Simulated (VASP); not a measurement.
# Cs (P-1) in VASP: single point with PBE

Aim: the single point of Cs with PBE.

All numbers are computed with VASP 6.6.1; they aren't measurements. Logs are shortened: lines on timing, memory, paths and dates and some standing lists are left out, and cuts for length are marked.

## Step 1: The cell of the first run

The typed cell holds 1 atom: a = 5.217 Å, b = 5.247 Å, c = 5.101 Å, α = 106.98°, β = 104.29°, γ = 110.14°.

## Step 2: Single point, PBE (the cell strained at random)

The input, INCAR:

```
  PREC = Accurate
  ENCUT = 520
  EDIFF = 1E-7
  ISMEAR = -1
  SIGMA = 0.05
  LREAL = F
  LASPH = T
  NELM = 100
  ALGO = Normal
  ISIF = 2
  LWAVE = F
  LCHARG = F
  GGA = PE
  NBANDS = 10
```

The input, KPOINTS:

```
Automatic mesh
0
Gamma
  6 6 6
```

The input, POSCAR:

```
Cs
1.0
    2.9813810000     -4.2793850000      0.1148980000
    3.0090070000      4.2986100000     -0.0108870000
   -2.4785890000     -0.0721900000      4.4579080000
Cs
1
Direct
    0.0095400000      0.0059200000      0.5081250000
```

Potentials or basis: VASP PAW PBE potentials, release 64 (Cs_sv).

Launch:

```sh
> cat potpaw_PBE.64/Cs_sv/POTCAR > POTCAR
> mpirun -np 1 vasp_std > vasp.out
```

OUTCAR:

```text
PREC = Accurate
   ENCUT = 520
   EDIFF = 1E-7
   ISMEAR = -1
   LREAL = F
   LASPH = T
   NELM = 100
   ISIF = 2
   GGA = PE

 ion  position               nearest neighbor table
   1  0.010  0.006  0.508-

  LATTYP: Found a triclinic cell.
 ALAT       =    10.2482811198
 B/A-ratio  =     1.3188422787
 C/A-ratio  =     0.6008733384
 COS(alpha) =     0.0084073398
 COS(beta)  =     0.3234940182
 COS(gamma) =     0.9391573150

  Lattice vectors:

 A1 = (   1.9757970000,   4.4237650000,  -9.0307140000)
 A2 = (   4.9848040000,   8.7223750000,  -9.0416010000)
 A3 = (  -0.5304180000,  -4.2264200000,  -4.4470210000)

Analysis of symmetry for initial positions (statically):
=====================================================================
 Subroutine PRICEL returns:
 Original cell was already a primitive cell.

 Routine SETGRP: Setting up the symmetry group for a
 triclinic supercell.

 Subroutine GETGRP returns: Found  2 space group operations
 (whereof  1 operations were pure point group operations)
 out of a pool of  2 trial point group operations.

The static configuration has the point symmetry C_1 .
 The point group associated with its full space group is S_2 .

Analysis of symmetry for dynamics (positions and initial velocities):
=====================================================================
 Subroutine PRICEL returns:
 Original cell was already a primitive cell.

 Routine SETGRP: Setting up the symmetry group for a
 triclinic supercell.

 Subroutine GETGRP returns: Found  2 space group operations
 (whereof  1 operations were pure point group operations)
 out of a pool of  2 trial point group operations.

The dynamic configuration has the point symmetry C_1 .
 The point group associated with its full space group is S_2 .

 Subroutine INISYM returns: Found  2 space group operations
 (whereof  1 operations are pure point group operations),
 and found     1 'primitive' translations

----------------------------------------------------------------------------------------

                                     Primitive cell

  volume of cell :     115.6162

  direct lattice vectors                    reciprocal lattice vectors
     2.981381000 -4.279385000  0.114898000     0.165738247 -0.115787364  0.090275148
     3.009007000  4.298610000 -0.010887000     0.164932029  0.117418754  0.093603361
    -2.478589000 -0.072190000  4.457908000    -0.003868940  0.003271058  0.222222313

  length of vectors
     5.216796929  5.247122029  5.101133067     0.221416987  0.223050055  0.222280059

  position of ions in fractional coordinates (direct lattice)
     0.009540000  0.005920000  0.508125000

  ion indices of the primitive-cell ions
   primitive index   ion index
                 1           1

----------------------------------------------------------------------------------------

 KPOINTS: Automatic mesh

Automatic generation of k-mesh.
 Grid dimensions read from file:
 generate k-points for:    6    6    6

 Generating k-lattice:

  Cartesian coordinates                     Fractional coordinates (reciprocal lattice)
     0.027623041 -0.019297894  0.015045858     0.166666667 -0.000000000  0.000000000
     0.027488671  0.019569792  0.015600560     0.000000000  0.166666667 -0.000000000
    -0.000644823  0.000545176  0.037037052     0.000000000  0.000000000  0.166666667

  Length of vectors
     0.036902831  0.037175009  0.037046677

  Shift w.r.t. Gamma in fractional coordinates (k-lattice)
     0.000000000  0.000000000  0.000000000

 Subroutine IBZKPT returns following result:
 ===========================================

 Found    112 irreducible k-points:

 Following reciprocal coordinates:
            Coordinates               Weight
  0.000000  0.000000  0.000000      1.000000
  0.166667  0.000000 -0.000000      2.000000
  0.333333  0.000000 -0.000000      2.000000
  0.500000  0.000000 -0.000000      1.000000
 -0.000000  0.166667 -0.000000      2.000000
  0.166667  0.166667 -0.000000      2.000000
[... 16 lines left out ...]
  0.333333  0.000000  0.166667      2.000000
  0.500000  0.000000  0.166667      2.000000
 [... further k-points ...]
   k-points           NKPTS =    112   k-points in BZ     NKDIM =    112   number of bands    NBANDS=     10
   number of dos      NEDOS =    301   number of ions     NIONS =      1
   total plane-waves  NPLWV =  64000
   dimension x,y,z NGX =    40 NGY =   40 NGZ =   40
   dimension x,y,z NGXF=    80 NGYF=   80 NGZF=   80
   ions per type =               1
   NGX,Y,Z   is equivalent  to a cutoff of  12.75, 12.67, 13.04 a.u.
   NGXF,Y,Z  is equivalent  to a cutoff of  25.49, 25.35, 26.07 a.u.
 SYSTEM =  unknown system
   PREC   = accura    normal or accurate (medium, high low for compatibility)
   ISTART =      0    job   : 0-new  1-cont  2-samecut
   ICHARG =      2    charge: 1-file 2-atom 10-const
   ISPIN  =      1    spin polarized calculation?
   LNONCOLLINEAR =      F non collinear calculations
   LSORBIT =      F    spin-orbit coupling
   LASPH  =      T    aspherical Exc in radial PAW
   ENCUT  =  520.0 eV  38.22 Ry    6.18 a.u.   9.70  9.76  9.48*2*pi/ulx,y,z
   NELM   =    100;   NELMIN=  2; NELMDL= -5     # of ELM steps
   EDIFF  = 0.1E-06   stopping-criterion for ELM
   LREAL  =      F    real-space projection
   EDIFFG = 0.1E-05   stopping-criterion for IOM
   NSW    =      0    number of steps for IOM
   IBRION =     -1    ionic relax: 0-MD 1-quasi-New 2-CG
   NFREE  =      0    steps in history (QN), initial steepest desc. (CG)
   ISIF   =      2    stress and relaxation
   ISYM   =      2    0-nonsym 1-usesym 2-fastsym
   POTIM  = 0.5000    time-step for ionic-motion
   TEBEG  =    0.0;   TEEND  =   0.0 temperature during run
   PSTRESS=    0.0 pullay stress
   NELECT =       9.0000    total number of electrons
   NUPDOWN=      -1.0000    fix difference up-down
   EMIN   =  10.00;   EMAX   =-10.00  energy-range for DOS
   EFERMI =   0.00;   METHOD = LEGACY
   ISMEAR =    -1;   SIGMA  =   0.05  broadening in eV -4-tet -1-fermi 0-gaus
   EFERMI_NEDOS =   21; number of points for ismear=-14 and -15
   IALGO  =     38    algorithm
   IMIX   =      4    mixing-type and parameters
     AMIX     =   0.40;   BMIX     =  1.00
     AMIX_MAG =   1.60;   BMIX_MAG =  1.00
  volume/ion in A,a.u.               =     115.62       780.22
  Fermi-wavevector in a.u.,A,eV,Ry     =   0.699009  1.320936  6.647992  0.488614
  Thomas-Fermi vector in A             =   1.782770
   LORBIT       =      0    0 simple, 1 ext, 2 COOP (PROOUT), +10 PAW based schemes
   GGA     = PE    functional components
   LHFCALC =     F    Hartree Fock is set to
   AEXX    =    0.0000 exact exchange contribution
   IVDW    =     0    specifies the selected vdW correction
   LEPSILON=     F    determine dielectric tensor
   LRPA    =     F    only Hartree local field effects (RPA)
 non-spin polarized calculation
  energy-cutoff  :      520.00
  volume of cell :      115.62
 maximum number of plane-waves:      3133
   NGX = 19   NGY = 19   NGZ = 19

 number of electron       9.0000001 magnetization

 Free energy of the ion-electron system (eV)
  ---------------------------------------------------
  ext. energy  EPLUGINS =         0.00000000
  ---------------------------------------------------
  free energy    TOTEN  =        -0.84320472 eV

  energy without entropy =       -0.83092873  energy(sigma->0) =       -0.83706673

 E-fermi :   0.4540     XC(G=0):  -5.3919

 val. band max:        0.4365313085   @ k =   0.1667   0.5000   0.0000
 cond. band min:       0.4674452812   @ k =   0.1667   0.1667   0.5000
 fundamental gap:      0.0309139726
 Fermi energy:         0.4539846307

 k-point     1 :       0.0000    0.0000    0.0000
  band No.  band energies     occupation
      1     -23.4302      2.00000
      2     -10.1829      2.00000
      3     -10.1683      2.00000
      4     -10.1617      2.00000
      5      -1.2290      2.00000
      6       2.5888      0.00000
      7       2.7661      0.00000
      8       3.2528      0.00000
      9       3.7656      0.00000
     10       4.0888      0.00000

 k-point     2 :       0.1667    0.0000   -0.0000
  band No.  band energies     occupation
      1     -23.4289      2.00000
      2     -10.2093      2.00000
      3     -10.1802      2.00000
      4     -10.1628      2.00000
      5      -0.9542      2.00000
      6       2.3776      0.00000
      7       2.4973      0.00000
      8       3.3876      0.00000
      9       3.7993      0.00000
     10       3.9499      0.00000

 k-point     3 :       0.3333    0.0000   -0.0000
  band No.  band energies     occupation
      1     -23.4262      2.00000
      2     -10.2736      2.00000
      3     -10.1923      2.00000
      4     -10.1636      2.00000
      5      -0.2401      2.00000
      6       1.6628      0.00000
      7       2.2045      0.00000
      8       3.9122      0.00000
      9       4.0280      0.00000
     10       4.1798      0.00000

 k-point     4 :       0.5000    0.0000   -0.0000
  band No.  band energies     occupation
      1     -23.4248      2.00000
      2     -10.3054      2.00000
      3     -10.1978      2.00000
      4     -10.1639      2.00000
      5       0.3853      1.59611
      6       1.1513      0.00000
      7       2.0764      0.00000
      8       3.7811      0.00000
      9       4.4422      0.00000
     10       4.7030      0.00000
[... 222 lines left out ...]
 k-point    22 :       0.1667    0.0000    0.1667
  band No.  band energies     occupation
      1     -23.4270      2.00000
      2     -10.2288      2.00000
      3     -10.2010      2.00000
      4     -10.1768      2.00000
      5      -0.4982      2.00000
      6       2.0159      0.00000
      7       2.2205      0.00000
      8       3.5681      0.00000
      9       3.9136      0.00000
     10       4.2673      0.00000

 k-point    23 :       0.3333    0.0000    0.1667
  band No.  band energies     occupation
      1     -23.4245      2.00000
      2     -10.2755      2.00000
      3     -10.2154      2.00000
      4     -10.1809      2.00000
      5       0.2893      1.92836
      6       1.4663      0.00000
      7       1.9980      0.00000
      8       3.6144      0.00000
      9       4.1317      0.00000
     10       4.6242      0.00000

 k-point    24 :       0.5000    0.0000    0.1667
  band No.  band energies     occupation
      1     -23.4237      2.00000
      2     -10.2979      2.00000
      3     -10.2081      2.00000
      4     -10.1812      2.00000
      5       0.4771      0.77280
      6       1.2588      0.00000
      7       2.0543      0.00000
      8       3.5850      0.00000
      9       4.1607      0.00000
     10       4.4049      0.00000

 [... further k-points ...]

------------------------ aborting loop because EDIFF is reached ----------------------------------------

  FORCE on cell =-STRESS in cart. coord.  units (eV):
  Direction    XX          YY          ZZ          XY          YZ          ZX
  --------------------------------------------------------------------------------------
  -------------------------------------------------------------------------------------
  Total        0.0346541      0.0446152     -0.0003739     -0.0014520      0.0052892     -0.0652890
  in kB        0.4802269      0.6182650     -0.0051815     -0.0201217      0.0732962     -0.9047567
  external PRESSURE =       0.3644368 kB  Pullay stress =       0.0000000 kB

 VOLUME and BASIS-vectors are now :
 -----------------------------------------------------------------------------
  energy-cutoff  :      520.00
  volume of cell :      115.62
      direct lattice vectors                 reciprocal lattice vectors
     2.981381000 -4.279385000  0.114898000     0.165738247 -0.115787364  0.090275148
     3.009007000  4.298610000 -0.010887000     0.164932029  0.117418754  0.093603361
    -2.478589000 -0.072190000  4.457908000    -0.003868940  0.003271058  0.222222313

 POSITION                                       TOTAL-FORCE (eV/Angst)
 -----------------------------------------------------------------------------------
     -1.21318     -0.05206      2.26621         0.000000     -0.000000      0.000000
 -----------------------------------------------------------------------------------
    total drift:                                0.000003      0.000001      0.000004

  FREE ENERGIE OF THE ION-ELECTRON SYSTEM (eV)
  ---------------------------------------------------
  free  energy   TOTEN  =        -0.8432047239 eV

  energy  without entropy=       -0.8309287288  energy(sigma->0) =       -0.83706673
```

It took 90 s on 1 thread of Oxide Virtual Turin-like, shared host; peak memory 0.27 GiB.

What came out:

- Free energy: -0.8432 eV
- Pressure: 0.0 GPa

Stress tensor (GPa, compression positive):
```
 0.05  0.00 -0.09
 0.00  0.06  0.01
-0.09  0.01  0.00
```

Caveat: the cell differs from its parent crystal (the cell strained at random); spin-orbit coupling is left out, which moves the levels of the heavy elements.
